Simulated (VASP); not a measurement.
A run of VASP 6.6.1 is set up as follows.

The input INCAR:

```
SYSTEM = TiAl
PREC = Accurate
ENCUT = 520
EDIFF = 1E-6
ISMEAR = -1
SIGMA = 0.05
LREAL = .False.
LASPH = .True.
NELM = 100
ALGO = Normal
ISIF = 2
LWAVE = .False.
LCHARG = .False.
NBANDS = 14
```

The input KPOINTS:

```
regular mesh
0
Gamma
  8 8 8
  0 0 0
```

POSCAR

```
TiAl
1.0
    3.2208985869      0.0000000000      0.0000000000
    0.0000000000      3.2208985869      0.0000000000
    0.0000000000      0.0000000000      3.2208985869
Ti Al
1 1
Direct
    0.0000000000      0.0000000000      0.0000000000
    0.5000000000      0.5000000000      0.5000000000
```

Potentials or basis: VASP PAW LDA potentials, release 64 (Ti_sv, Al).

Command:

```bash
$ cat potpaw_LDA.64/Ti_sv/POTCAR potpaw_LDA.64/Al/POTCAR > POTCAR
$ mpirun -np 1 vasp_std > vasp.out
```

Task: Predict the pressure.

Result: -9.4 GPa.
